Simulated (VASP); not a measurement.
# Pt (Fm-3m) in VASP: further runs

The runs below take Pt through single point, relaxation of cell and atoms, with PBEsol.

All numbers are computed with VASP 6.6.1; they aren't measurements. Logs are shortened: lines on timing, memory, paths and dates and some standing lists are left out, and cuts for length are marked.

### 1 The cell of the first run

The structure is cubic, space group Fm-3m (No. 225). Conventional cell: a = 3.916 Å, b = 3.916 Å, c = 3.916 Å, α = 90.00°, β = 90.00°, γ = 90.00°. Within 3.6 Å of Pt (site symmetry m-3m) lie 12 Pt at 2.77 Å.

### 2 Single point, PBEsol

File INCAR:

```
PREC     = Accurate       # precision mode
ENCUT    = 500            # plane-wave cutoff, eV
EDIFF    = 1E-6           # SCF threshold, eV
ISMEAR   = 1              # smearing method
SIGMA    = 0.05           # smearing width, eV
LREAL    = F              # projectors in reciprocal space
LASPH    = T              # aspherical terms in the spheres
NELM     = 120            # most SCF steps
ALGO     = Normal         # electronic algorithm
ISIF     = 2              # what is computed and relaxed
LWAVE    = F              # write WAVECAR
LCHARG   = F              # write CHGCAR
GGA      = PS             # functional
NBANDS   = 11             # bands
GGA_COMPAT= F
```

File KPOINTS:

```
regular mesh
0
Gamma
  11 11 11
```

File POSCAR:

```
Pt
1.0
    0.0000000000      1.9581205741      1.9581205741
    1.9581205741      0.0000000000      1.9581205741
    1.9581205741      1.9581205741      0.0000000000
Pt
1
Direct
    0.0000000000      0.0000000000      0.0000000000
```

Potentials or basis: VASP PAW PBE potentials, release 64 (Pt).

The run is started by

```console
$ cat potpaw_PBE.64/Pt/POTCAR > POTCAR
$ mpirun -np 1 vasp_std > vasp.out
```

OUTCAR:

```text
PREC = Accurate
   ENCUT = 500
   EDIFF = 1E-6
   ISMEAR = 1
   LREAL = F
   LASPH = T
   NELM = 120
   ISIF = 2
   GGA = PS

 ion  position               nearest neighbor table
   1  0.000  0.000  0.000-

  LATTYP: Found a face centered cubic cell.
 ALAT       =     3.9162411482

  Lattice vectors:

 A1 = (   0.0000000000,   1.9581205741,   1.9581205741)
 A2 = (   1.9581205741,   0.0000000000,   1.9581205741)
 A3 = (   1.9581205741,   1.9581205741,   0.0000000000)

Analysis of symmetry for initial positions (statically):
=====================================================================
 Subroutine PRICEL returns:
 Original cell was already a primitive cell.

 Routine SETGRP: Setting up the symmetry group for a
 face centered cubic supercell.

 Subroutine GETGRP returns: Found 48 space group operations
 (whereof 48 operations were pure point group operations)
 out of a pool of 48 trial point group operations.

The static configuration has the point symmetry O_h .

Analysis of symmetry for dynamics (positions and initial velocities):
=====================================================================
 Subroutine PRICEL returns:
 Original cell was already a primitive cell.

 Routine SETGRP: Setting up the symmetry group for a
 face centered cubic supercell.

 Subroutine GETGRP returns: Found 48 space group operations
 (whereof 48 operations were pure point group operations)
 out of a pool of 48 trial point group operations.

The dynamic configuration has the point symmetry O_h .

 Subroutine INISYM returns: Found 48 space group operations
 (whereof 48 operations are pure point group operations),
 and found     1 'primitive' translations

----------------------------------------------------------------------------------------

                                     Primitive cell

  volume of cell :      15.0158

  direct lattice vectors                    reciprocal lattice vectors
     0.000000000  1.958120574  1.958120574    -0.255346891  0.255346891  0.255346891
     1.958120574  0.000000000  1.958120574     0.255346891 -0.255346891  0.255346891
     1.958120574  1.958120574  0.000000000     0.255346891  0.255346891 -0.255346891

  length of vectors
     2.769200673  2.769200673  2.769200673     0.442273788  0.442273788  0.442273788

  position of ions in fractional coordinates (direct lattice)
     0.000000000  0.000000000  0.000000000

  ion indices of the primitive-cell ions
   primitive index   ion index
                 1           1

----------------------------------------------------------------------------------------

 KPOINTS: regular mesh

Automatic generation of k-mesh.
 Grid dimensions read from file:
 generate k-points for:   11   11   11

 Generating k-lattice:

  Cartesian coordinates                     Fractional coordinates (reciprocal lattice)
    -0.023213354  0.023213354  0.023213354     0.090909091  0.000000000  0.000000000
     0.023213354 -0.023213354  0.023213354     0.000000000  0.090909091  0.000000000
     0.023213354  0.023213354 -0.023213354     0.000000000  0.000000000  0.090909091

  Length of vectors
     0.040206708  0.040206708  0.040206708

  Shift w.r.t. Gamma in fractional coordinates (k-lattice)
     0.000000000  0.000000000  0.000000000

 Subroutine IBZKPT returns following result:
 ===========================================

 Found     56 irreducible k-points:

 Following reciprocal coordinates:
            Coordinates               Weight
  0.000000  0.000000  0.000000      1.000000
  0.090909  0.000000  0.000000      8.000000
  0.181818  0.000000  0.000000      8.000000
  0.272727  0.000000  0.000000      8.000000
  0.363636  0.000000  0.000000      8.000000
  0.454545  0.000000  0.000000      8.000000
[... 16 lines left out ...]
 -0.272727  0.181818  0.000000     24.000000
 -0.181818  0.181818  0.000000     12.000000
 [... further k-points ...]
   k-points           NKPTS =     56   k-points in BZ     NKDIM =     56   number of bands    NBANDS=     11
   number of dos      NEDOS =    301   number of ions     NIONS =      1
   total plane-waves  NPLWV =   8000
   dimension x,y,z NGX =    20 NGY =   20 NGZ =   20
   dimension x,y,z NGXF=    40 NGYF=   40 NGZF=   40
   ions per type =               1
   NGX,Y,Z   is equivalent  to a cutoff of  12.01, 12.01, 12.01 a.u.
   NGXF,Y,Z  is equivalent  to a cutoff of  24.01, 24.01, 24.01 a.u.
 SYSTEM =  unknown system
   PREC   = accura    normal or accurate (medium, high low for compatibility)
   ISTART =      0    job   : 0-new  1-cont  2-samecut
   ICHARG =      2    charge: 1-file 2-atom 10-const
   ISPIN  =      1    spin polarized calculation?
   LNONCOLLINEAR =      F non collinear calculations
   LSORBIT =      F    spin-orbit coupling
   LASPH  =      T    aspherical Exc in radial PAW
   ENCUT  =  500.0 eV  36.75 Ry    6.06 a.u.   5.05  5.05  5.05*2*pi/ulx,y,z
   NELM   =    120;   NELMIN=  2; NELMDL= -5     # of ELM steps
   EDIFF  = 0.1E-05   stopping-criterion for ELM
   LREAL  =      F    real-space projection
[... 7 lines left out ...]
   TEBEG  =    0.0;   TEEND  =   0.0 temperature during run
   PSTRESS=    0.0 pullay stress
   NELECT =      10.0000    total number of electrons
   NUPDOWN=      -1.0000    fix difference up-down
   EMIN   =  10.00;   EMAX   =-10.00  energy-range for DOS
   EFERMI =   0.00;   METHOD = LEGACY
   ISMEAR =     1;   SIGMA  =   0.05  broadening in eV -4-tet -1-fermi 0-gaus
   EFERMI_NEDOS =   21; number of points for ismear=-14 and -15
   IALGO  =     38    algorithm
   IMIX   =      4    mixing-type and parameters
     AMIX     =   0.40;   BMIX     =  1.00
     AMIX_MAG =   1.60;   BMIX_MAG =  1.00
  volume/ion in A,a.u.               =      15.02       101.33
  Fermi-wavevector in a.u.,A,eV,Ry     =   1.429636  2.701620 27.808382  2.043858
  Thomas-Fermi vector in A             =   2.549568
   LORBIT       =      0    0 simple, 1 ext, 2 COOP (PROOUT), +10 PAW based schemes
   GGA     = PS    functional components
   LHFCALC =     F    Hartree Fock is set to
   AEXX    =    0.0000 exact exchange contribution
   IVDW    =     0    specifies the selected vdW correction
   LEPSILON=     F    determine dielectric tensor
   LRPA    =     F    only Hartree local field effects (RPA)
 non-spin polarized calculation
 Methfessel and Paxton  Order N= 1 SIGMA  =   0.05
  energy-cutoff  :      500.00
  volume of cell :       15.02
 maximum number of plane-waves:       389
   NGX =  9   NGY =  9   NGZ =  9

 number of electron      10.0000001 magnetization

 Free energy of the ion-electron system (eV)
  ---------------------------------------------------
  ext. energy  EPLUGINS =         0.00000000
  ---------------------------------------------------
  free energy    TOTEN  =        -6.97024315 eV

  energy without entropy =       -6.96983451  energy(sigma->0) =       -6.97010694

 E-fermi :  11.1152     XC(G=0): -13.6557

 val. band max:       11.1022183668   @ k =  -0.4545   0.0909   0.0000
 cond. band min:      11.1161940858   @ k =  -0.3636   0.3636   0.0909
 fundamental gap:      0.0139757190
 Fermi energy:        11.1152278296

 k-point     1 :       0.0000    0.0000    0.0000
  band No.  band energies     occupation
      1       0.8352      2.00000
      2       7.3376      2.00000
      3       7.3376      2.00000
      4       7.3376      2.00000
      5       9.5320      2.00000
      6       9.5320      2.00000
      7      25.7929      0.00000
      8      30.7765      0.00000
      9      30.7765      0.00000
     10      30.7765      0.00000
     11      36.0941      0.00000

 k-point     2 :       0.0909    0.0000    0.0000
  band No.  band energies     occupation
      1       1.1660      2.00000
      2       7.1942      2.00000
      3       7.4652      2.00000
      4       7.4652      2.00000
      5       9.4640      2.00000
      6       9.4640      2.00000
      7      26.2997      0.00000
      8      29.2425      0.00000
      9      31.2866      0.00000
     10      31.2866      0.00000
     11      37.6095      0.00000

 k-point     3 :       0.1818    0.0000    0.0000
  band No.  band energies     occupation
      1       2.0662      2.00000
      2       6.9367      2.00000
      3       7.6988      2.00000
      4       7.6988      2.00000
      5       9.4415      2.00000
      6       9.4415      2.00000
      7      26.6262      0.00000
      8      27.3754      0.00000
      9      32.6804      0.00000
     10      32.6804      0.00000
     11      35.6710      0.00000

 k-point     4 :       0.2727    0.0000    0.0000
  band No.  band energies     occupation
      1       3.1368      2.00000
      2       7.0994      2.00000
      3       7.6831      2.00000
      4       7.6831      2.00000
      5       9.8548      2.00000
      6       9.8548      2.00000
      7      23.6833      0.00000
      8      27.3577      0.00000
      9      33.8581      0.00000
     10      33.8581      0.00000
     11      34.8750      0.00000
[... 239 lines left out ...]
 k-point    22 :      -0.3636    0.1818    0.0000
  band No.  band energies     occupation
      1       4.7615      2.00000
      2       6.7130      2.00000
      3       7.7797      2.00000
      4       8.1005      2.00000
      5      10.3991      2.00000
      6      13.6409      0.00000
      7      18.7179      0.00000
      8      25.5997      0.00000
      9      28.0595      0.00000
     10      30.7232      0.00000
     11      36.4900      0.00000

 k-point    23 :      -0.2727    0.1818    0.0000
  band No.  band energies     occupation
      1       4.6629      2.00000
      2       6.6874      2.00000
      3       7.1510      2.00000
      4       8.2588      2.00000
      5       9.4306      2.00000
      6      12.3111      0.00000
      7      21.9453      0.00000
      8      26.0092      0.00000
      9      28.6354      0.00000
     10      33.5159      0.00000
     11      33.5521      0.00000

 k-point    24 :      -0.1818    0.1818    0.0000
  band No.  band energies     occupation
      1       3.7890      2.00000
      2       6.4119      2.00000
      3       7.5365      2.00000
      4       8.5265      2.00000
      5       8.5997      2.00000
      6      11.0861      1.82427
      7      24.6343      0.00000
      8      27.2352      0.00000
      9      30.1830      0.00000
     10      31.3216      0.00000
     11      35.8538      0.00000

 [... further k-points ...]

------------------------ aborting loop because EDIFF is reached ----------------------------------------

  FORCE on cell =-STRESS in cart. coord.  units (eV):
  Direction    XX          YY          ZZ          XY          YZ          ZX
  --------------------------------------------------------------------------------------
  -------------------------------------------------------------------------------------
  Total       -0.0399417     -0.0399417     -0.0399417      0.0000000      0.0000000      0.0000000
  in kB       -4.2617558     -4.2617558     -4.2617558      0.0000000      0.0000000      0.0000000
  external PRESSURE =      -4.2617558 kB  Pullay stress =       0.0000000 kB

 VOLUME and BASIS-vectors are now :
 -----------------------------------------------------------------------------
  energy-cutoff  :      500.00
  volume of cell :       15.02
      direct lattice vectors                 reciprocal lattice vectors
     0.000000000  1.958120574  1.958120574    -0.255346891  0.255346891  0.255346891
     1.958120574  0.000000000  1.958120574     0.255346891 -0.255346891  0.255346891
     1.958120574  1.958120574  0.000000000     0.255346891  0.255346891 -0.255346891

 POSITION                                       TOTAL-FORCE (eV/Angst)
 -----------------------------------------------------------------------------------
      0.00000      0.00000      0.00000         0.000000      0.000000      0.000000
 -----------------------------------------------------------------------------------
    total drift:                                0.000000     -0.000000     -0.000000

  FREE ENERGIE OF THE ION-ELECTRON SYSTEM (eV)
  ---------------------------------------------------
  free  energy   TOTEN  =        -6.9702431527 eV

  energy  without entropy=       -6.9698345122  energy(sigma->0) =       -6.97010694
```

Wall time 12 s (1 thread of Intel Xeon 8259CL, shared host); peak memory 0.13 GiB.

What came out:

```
Free energy            : -6.9702 eV
Pressure               : -0.4 GPa
Band gap on the k mesh : zero (bands 5 and 6 overlap by 2.13 eV)
```

Caveat: the PAW data sets were made with another functional, which shifts forces and pressure a little; spin-orbit coupling is left out, which moves the levels of the heavy elements.

### 3 Relaxation of cell and atoms, PBEsol

This run uses another cell than the first one, of 15.08 Å³/atom.

File INCAR:

```
PREC = Accurate
ENCUT = 500
EDIFF = 1E-7
ISMEAR = 1
SIGMA = 0.05
LREAL = F
LASPH = T
NELM = 120
ALGO = Normal
ISIF = 3
LWAVE = F
LCHARG = F
GGA = PS
IBRION = 2
NSW = 80
EDIFFG = -0.03
GGA_COMPAT = F
NELMIN = 4
```

KPOINTS is that of step 2.

File POSCAR:

```
Pt
1.0
    0.0000000000      1.9609000000      1.9609000000
    1.9609000000      0.0000000000      1.9609000000
    1.9609000000      1.9609000000      0.0000000000
Pt
1
Direct
    0.0000000000      0.0000000000      0.0000000000
```

Potentials or basis: VASP PAW PBE potentials, release 64 (Pt).

The run is started by

```console
$ cat potpaw_PBE.64/Pt/POTCAR > POTCAR
$ mpirun -np 1 vasp_std > vasp.out
```

Wall time 26 s (1 thread of Intel Xeon 8259CL, shared host); peak memory 0.14 GiB.

Results (log left out):

- Free energy: -6.9703 eV
- Relaxed volume: 14.99 Å³/atom
- Relaxed cell: a = 2.768 Å, b = 2.768 Å, c = 2.768 Å, α = 60.00°, β = 60.00°, γ = 60.00°
- Space group after relaxing (to 0.1 Å): Fm-3m (No. 225)
- Energy gained by relaxing: 0.5 meV/atom
- Ionic steps: 3
- Pressure after relaxing: 0.0 GPa
- Band gap on the k mesh: zero (bands 5 and 6 overlap by 2.13 eV)

Step by step:
```csv
step,energy change (eV),largest force (eV/Å),pressure (GPa),volume (Å³)
1,0.0000,0.0000,-1.65,15.08
2,0.0034,0.0000,5.12,14.74
3,-0.0005,0.0000,0.00,14.99
```

Final structure:
```yaml
crystal:
  lattice:
    - [0.00000, 1.95715, 1.95715]
    - [1.95715, 0.00000, 1.95715]
    - [1.95715, 1.95715, 0.00000]
  atoms:
    - { symbol: Pt, position: [0.00000, 0.00000, 0.00000] }
```

Levels at points of the mesh, in eV from the Fermi level:
```
           k point  band 3  band 4  band 5  band 6  band 7  band 8
(0.00, 0.00, 0.00)   -3.79   -3.79   -1.59   -1.59   14.67   19.67
```

Caveat: the PAW data sets were made with another functional, which shifts forces and pressure a little; spin-orbit coupling is left out, which moves the levels of the heavy elements.
